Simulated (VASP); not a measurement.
# TaO5 (P6/mmm) in VASP: further runs, part 2 of 2

VASP 6.6.1.

### 3 Relaxation of cell and atoms, PBE

This run uses another cell than the first one, of 10.31 Å³/atom.

Contents of INCAR:

```
SYSTEM = TaO5
PREC = Accurate ; ENCUT = 600
EDIFF = 1E-7 ; ISMEAR = 0
SIGMA = 0.1 ; LREAL = .FALSE.
LASPH = .TRUE. ; NELM = 60
ALGO = Normal ; ISIF = 3
LWAVE = .FALSE. ; LCHARG = .FALSE.
GGA = PE ; IBRION = 2
NSW = 100 ; EDIFFG = -0.01
```

Contents of KPOINTS:

```
Automatic mesh
0
G
  12 12 8
  0 0 0
```

Contents of POSCAR:

```
TaO5
1.0
    3.6537485136      0.0000000000      0.0000000000
   -1.8268742568      3.1642390318      0.0000000000
    0.0000000000      0.0000000000      5.3485808093
Ta O
1 5
Direct
    0.0000000000      0.0000000000      0.0000000000
    0.5000000000      0.0000000000      0.5000000000
    0.5000000000      0.5000000000      0.5000000000
    0.0000000000      0.5000000000      0.5000000000
    0.3333333333      0.6666666667      0.0000000000
    0.6666666667      0.3333333333      0.0000000000
```

Potentials or basis: VASP PAW PBE potentials, release 64 (Ta_pv, O).

Started as:

```console
> cat potpaw_PBE.64/Ta_pv/POTCAR potpaw_PBE.64/O/POTCAR > POTCAR
> mpirun -np 1 vasp_std > vasp.out
```

OUTCAR:

```text
SYSTEM = TaO5
   PREC = Accurate
   ENCUT = 600
   EDIFF = 1E-7
   ISMEAR = 0
   LREAL = .FALSE.
   LASPH = .TRUE.
   NELM = 60
   ISIF = 3
   GGA = PE
   IBRION = 2
   NSW = 100
   EDIFFG = -0.01

 ion  position               nearest neighbor table
   1  0.000  0.000  0.000-   5 2.11   6 2.11   5 2.11   6 2.11   6 2.11   5 2.11
   2  0.500  0.000  0.500-   3 1.83   4 1.83   3 1.83   4 1.83
   3  0.500  0.500  0.500-   2 1.83   2 1.83   4 1.83   4 1.83
   4  0.000  0.500  0.500-   2 1.83   2 1.83   3 1.83   3 1.83
   5  0.333  0.667  0.000-   1 2.11   1 2.11   1 2.11
   6  0.667  0.333  0.000-   1 2.11   1 2.11   1 2.11

  LATTYP: Found a hexagonal cell.
 ALAT       =     3.6537485136
 C/A-ratio  =     1.4638612344

  Lattice vectors:

 A1 = (   3.6537485136,   0.0000000000,   0.0000000000)
 A2 = (  -1.8268742568,   3.1642390318,   0.0000000000)
 A3 = (   0.0000000000,   0.0000000000,   5.3485808093)

Analysis of symmetry for initial positions (statically):
=====================================================================
 Subroutine PRICEL returns:
 Original cell was already a primitive cell.

 Routine SETGRP: Setting up the symmetry group for a
 hexagonal supercell.

 Subroutine GETGRP returns: Found 24 space group operations
 (whereof 24 operations were pure point group operations)
 out of a pool of 24 trial point group operations.

The static configuration has the point symmetry D_6h.

Analysis of symmetry for dynamics (positions and initial velocities):
=====================================================================
 Subroutine PRICEL returns:
 Original cell was already a primitive cell.

 Routine SETGRP: Setting up the symmetry group for a
 hexagonal supercell.

 Subroutine GETGRP returns: Found 24 space group operations
 (whereof 24 operations were pure point group operations)
 out of a pool of 24 trial point group operations.

The dynamic configuration has the point symmetry D_6h.

 Subroutine INISYM returns: Found 24 space group operations
 (whereof 24 operations are pure point group operations),
[... 128 lines left out ...]
   LORBIT       =      0    0 simple, 1 ext, 2 COOP (PROOUT), +10 PAW based schemes
   GGA     = PE    functional components
   LHFCALC =     F    Hartree Fock is set to
   AEXX    =    0.0000 exact exchange contribution
   IVDW    =     0    specifies the selected vdW correction
   LEPSILON=     F    determine dielectric tensor
   LRPA    =     F    only Hartree local field effects (RPA)
 conjugate gradient relaxation of ions
 non-spin polarized calculation
 Gauss-broadening in eV      SIGMA  =   0.10
  energy-cutoff  :      600.00
  volume of cell :       61.84
 maximum number of plane-waves:      2098
 NGX is ok and might be reduce to    30
   NGX = 15   NGY = 15   NGZ = 21

--------------------------------------- Ionic step        1  -------------------------------------------

 number of electron      40.9999985 magnetization

 Free energy of the ion-electron system (eV)
  ---------------------------------------------------
  ext. energy  EPLUGINS =         0.00000000
  ---------------------------------------------------
  free energy    TOTEN  =       -36.70058707 eV

  energy without entropy =      -36.68511657  energy(sigma->0) =      -36.69285182

------------------------ aborting loop because EDIFF is reached ----------------------------------------

  FORCE on cell =-STRESS in cart. coord.  units (eV):
  Direction    XX          YY          ZZ          XY          YZ          ZX
  --------------------------------------------------------------------------------------
  -------------------------------------------------------------------------------------
  Total        1.0595867      1.0595867     -1.0760383     -0.0000000     -0.0000000      0.0000000
  in kB       27.4536819     27.4536819    -27.8799390     -0.0000000     -0.0000000      0.0000000
  external PRESSURE =       9.0091416 kB  Pullay stress =       0.0000000 kB
[... 107 lines left out ...]
--------------------------------------- Ionic step        4  -------------------------------------------

 number of electron      40.9999997 magnetization

 E-fermi :   3.2428     XC(G=0): -11.3893

 val. band max:        3.2394813649   @ k =   0.4167  -0.0000   0.1250
 cond. band min:       3.2814573218   @ k =   0.3333   0.2500   0.5000
 fundamental gap:      0.0419759569
 Fermi energy:         3.2428119042

 k-point     1 :       0.0000    0.0000    0.0000
  band No.  band energies     occupation
      1     -33.2891      2.00000
      2     -32.5286      2.00000
      3     -32.5286      2.00000
      4     -18.3188      2.00000
      5     -16.5244      2.00000
      6     -12.3163      2.00000
[... 798 lines left out ...]
--------------------------------------- Ionic step        8  -------------------------------------------

 number of electron      41.0000002 magnetization

 Free energy of the ion-electron system (eV)
  ---------------------------------------------------
  ext. energy  EPLUGINS =         0.00000000
  ---------------------------------------------------
  free energy    TOTEN  =       -36.71695620 eV

  energy without entropy =      -36.70426630  energy(sigma->0) =      -36.71061125

 E-fermi :   3.3381     XC(G=0): -11.4611

 val. band max:        3.3344426526   @ k =   0.4167  -0.0000   0.1250
 cond. band min:       3.3898045200   @ k =   0.4167  -0.0000   0.2500
 fundamental gap:      0.0553618675
 Fermi energy:         3.3380782754

 k-point     1 :       0.0000    0.0000    0.0000
  band No.  band energies     occupation
      1     -33.1616      2.00000
      2     -32.4067      2.00000
      3     -32.4067      2.00000
      4     -18.2662      2.00000
      5     -16.4225      2.00000
      6     -12.2065      2.00000
[... 672 lines left out ...]
  FREE ENERGIE OF THE ION-ELECTRON SYSTEM (eV)
  ---------------------------------------------------
  free  energy   TOTEN  =       -36.7169561983 eV

  energy  without entropy=      -36.7042662988  energy(sigma->0) =      -36.71061125

 reached required accuracy - stopping structural energy minimisation
```

CONTCAR:

```text
TaO5
   1.00000000000000
     3.6652484938434253    0.0000000000000000   -0.0000000000000000
    -1.8326242469217127    3.1741983068336657    0.0000000000000000
     0.0000000000000000    0.0000000000000000    5.2249230008073644
  Ta              O
     1     5
Direct
     1.0000000000000000    0.0000000000000000    0.0000000000000000
     0.5000000000000000    0.0000000000000000    0.5000000000000000
     0.5000000000000000    0.5000000000000000    0.5000000000000000
     1.0000000000000000    0.5000000000000000    0.5000000000000000
     0.3333333332999970    0.6666666667000030    1.0000000000000000
     0.6666666667000030    0.3333333332999970    0.0000000000000000

  0.00000000E+00  0.00000000E+00  0.00000000E+00
  0.00000000E+00  0.00000000E+00  0.00000000E+00
  0.00000000E+00  0.00000000E+00  0.00000000E+00
  0.00000000E+00  0.00000000E+00  0.00000000E+00
  0.00000000E+00  0.00000000E+00  0.00000000E+00
  0.00000000E+00  0.00000000E+00  0.00000000E+00
```

Run time: 8.2 min. Hardware: 1 thread of AMD EPYC 9R45 (Zen 5), shared host; peak memory 0.29 GiB.

What came out:

```yaml
Free_energy: -36.7170 eV
Relaxed_volume: 10.13 Å³/atom
Relaxed_cell: a = 3.665 Å, b = 3.665 Å, c = 5.225 Å, α = 90.00°, β = 90.00°, γ = 120.00°
Space_group_after_relaxing_to_0.1_Å: P6/mmm (No. 191)
Energy_gained_by_relaxing: 2.7 meV/atom
Ionic_steps: 8
Pressure_after_relaxing: 0.0 GPa
Band_gap_on_the_k_mesh: zero (an odd number of electrons rules out a gap without spin polarisation)
```

Step by step:
```
step  energy change (eV)  largest force (eV/Å)  pressure (GPa)  volume (Å³)
   1              0.0000                0.0000            0.90        61.84
   2             -0.0020                0.0000           -3.51        62.35
   3             -0.0073                0.0000           -1.52        62.11
   4             -0.0139                0.0000           -0.86        61.48
   5             -0.0163                0.0000           -0.17        60.86
   6             -0.0164                0.0000           -0.10        60.80
   7             -0.0163                0.0000            0.18        60.77
   8             -0.0164                0.0000            0.00        60.79
```

Final structure:
```
CELL_PARAMETERS angstrom
3.66525 0.00000 0.00000
-1.83262 3.17420 0.00000
0.00000 0.00000 5.22492
ATOMIC_POSITIONS crystal
Ta 0.00000 0.00000 0.00000
O 0.50000 0.00000 0.50000
O 0.50000 0.50000 0.50000
O 0.00000 0.50000 0.50000
O 0.33333 0.66667 0.00000
O 0.66667 0.33333 0.00000
```

Levels at points of the mesh, in eV from the Fermi level:
```tsv
k point	band 16	band 17	band 18	band 19	band 20	band 21	band 22	band 23	band 24
(0.00, 0.00, 0.00)	-0.68	-0.38	-0.38	-0.29	-0.29	0.15	1.13	1.13	3.06
(0.50, 0.00, 0.00)	-1.84	-1.42	-1.16	-0.94	-0.91	-0.89	-0.72	1.22	1.43
(0.00, 0.00, 0.50)	-0.60	-0.40	-0.40	-0.18	-0.18	1.31	1.31	1.40	3.06
(0.50, 0.00, 0.50)	-2.02	-1.52	-1.52	-1.03	-1.00	-0.97	-0.31	1.02	1.28
```

Caveat: spin-orbit coupling is left out, which moves the levels of the heavy elements; an odd number of electrons without spin polarisation forces a metal; a magnetic or distorted state may lie lower.

The gap in the log of VASP goes by the Fermi energy; the results here count the filled bands.